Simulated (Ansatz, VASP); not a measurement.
Given: the input of a run of VASP 6.6.1 on Sb.

The input INCAR:

```
SYSTEM = Sb
PREC     = Accurate       ! precision mode
ENCUT    = 520            ! plane-wave cutoff, eV
EDIFF    = 1E-6           ! SCF threshold, eV
ISMEAR   = -1             ! smearing method
SIGMA    = 0.05           ! smearing width, eV
LREAL    = .False.        ! projectors in reciprocal space
LASPH    = .True.         ! aspherical terms in the spheres
NELM     = 80             ! most SCF steps
ALGO     = Normal         ! electronic algorithm
ISIF     = 2              ! what is computed and relaxed
LWAVE    = .False.        ! write WAVECAR
LCHARG   = .True.         ! write CHGCAR
GGA      = PS             ! functional
LELF     = .True.         ! ELF
LVHAR    = .True.       
NBANDS   = 12             ! bands
```

The input KPOINTS:

```
Automatic mesh
0
Gamma
  8 8 8
  0 0 0
```

File POSCAR:

```
Sb
1.0
    2.1542000000      1.2437279499      3.7580000000
   -2.1542000000      1.2437279499      3.7580000000
    0.0000000000     -2.4874558998      3.7580000000
Sb
2
Direct
    0.7676430000      0.7550740000      0.7647910000
    0.2500380000      0.2274410000      0.2223170000
```

Potentials or basis: VASP PAW PBE potentials, release 64 (Sb).

Run with:

```sh
$ cat potpaw_PBE.64/Sb/POTCAR > POTCAR
$ mpirun -np 1 vasp_std > vasp.out
```

Problem. Translate it to Ansatz 0.2.0. Potentials there: all-electron LAPW, scalar-relativistic.

Solution. As run (the cutoff follows the program's own potentials):

The input input.yaml:

```yaml
crystal:
  lattice:
    - [2.1542, 1.2437279499, 3.758]
    - [-2.1542, 1.2437279499, 3.758]
    - [0.0, -2.4874558998, 3.758]
  atoms:
    - { symbol: Sb, position: [0.767643, 0.755074, 0.764791] }
    - { symbol: Sb, position: [0.250038, 0.227441, 0.222317] }
kpoints:
  mp_grid: { grid: [8, 8, 8] }
scf:
  occupations: { method: fermi_dirac, width: 0.05 }
hamiltonian:
  xc: pbesol
  pseudopotentials: { kind: all_electron, lapw: { basis_error: 0.001 } }
output:
  forces: true
  stress: true
  eigenvalues: true
  populations: true
```

Potentials or basis: all-electron LAPW, scalar-relativistic.

The run is started by

```bash
$ ansatz run input.yaml --threads 1 --pin off --max-ram 3072MiB --backend cpu --events-out ev --progress --plain --runs-dir out
```

Both were run:

|  | VASP | Ansatz | Ansatz less VASP |
| --- | --- | --- | --- |
| gap on the k mesh at the Fermi level (eV) | none | none | - |
| pressure (GPa) | -0.3 | -0.5 | -0.15 |
| traceless stress, the component that is largest in VASP (GPa) | -0.55 | -0.51 | +0.043 |
| rms of the force components (eV/Å) | 0.061 | 0.067 | +0.0062 |

VASP's potentials were made for PBE, not for PBEsol. Atom by atom the forces differ by 0.027 eV/Å (rms over components). A gap of «none» marks a metal or a gap that the smearing closes. Ansatz ran all-electron here, and VASP with PAW potentials.

Neither program's run includes spin-orbit coupling.
